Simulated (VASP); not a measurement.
**BaCu3: single point with PBEsol**

The system is BaCu3.

```xyz
4
Lattice="4.3090 0.0000 0.0000 0.0000 4.3952 0.0000 0.0000 0.0000 4.3090" Properties=species:S:1:pos:R:3 pbc="T T T"
Ba    0.0000    0.0000    0.0000
Cu    0.0000    2.1976    2.1545
Cu    2.1545    2.1976    0.0000
Cu    2.1545    0.0000    2.1545
```

```json
{"Program": "VASP 6.6.1", "Task": "single point", "Functional": "PBEsol", "Potentials or basis": "VASP PAW PBE potentials, release 64 (Ba_sv, Cu)", "Cutoff": "520 eV", "k mesh": "8 × 8 × 8", "Occupations": "gaussian, width 0.05 eV", "Spin": "no spin polarisation"}
```

The pressure is 0.3 GPa.

Stress tensor (GPa, compression positive):
```
0.34 0.00 0.00
0.00 0.21 0.00
0.00 0.00 0.34
```

Levels at points of the mesh, in eV from the Fermi level:
| k point | band 19 | band 20 | band 21 | band 22 | band 23 | band 24 | band 25 | band 26 |
| --- | --- | --- | --- | --- | --- | --- | --- | --- |
| (0.00, 0.00, 0.00) | -1.85 | -1.80 | 0.72 | 0.88 | 2.39 | 2.61 | 2.61 | 5.34 |
| (0.50, 0.00, 0.00) | -2.05 | -2.02 | -1.85 | 1.04 | 1.14 | 1.19 | 3.07 | 5.36 |
| (0.00, 0.50, 0.00) | -2.06 | -2.01 | -1.80 | 1.18 | 1.24 | 1.24 | 3.22 | 5.20 |
| (0.50, 0.50, 0.00) | -2.18 | -2.16 | -0.92 | -0.23 | -0.16 | 2.13 | 2.27 | 5.31 |
| (0.50, 0.00, 0.50) | -2.17 | -2.13 | -0.92 | -0.10 | -0.10 | 2.08 | 2.08 | 5.01 |
| (0.50, 0.50, 0.50) | -1.96 | -0.52 | -0.48 | -0.39 | -0.39 | 2.25 | 2.42 | 2.42 |

It took 2.3 min on 1 thread of Intel(R) Xeon(R) 6975P-C (Granite Rapids), on a shared host, peak memory 0.3 GiB.

Caveat: the PAW data sets were made with another functional, which shifts forces and pressure a little; spin-orbit coupling is left out, which moves the levels of the heavy elements.
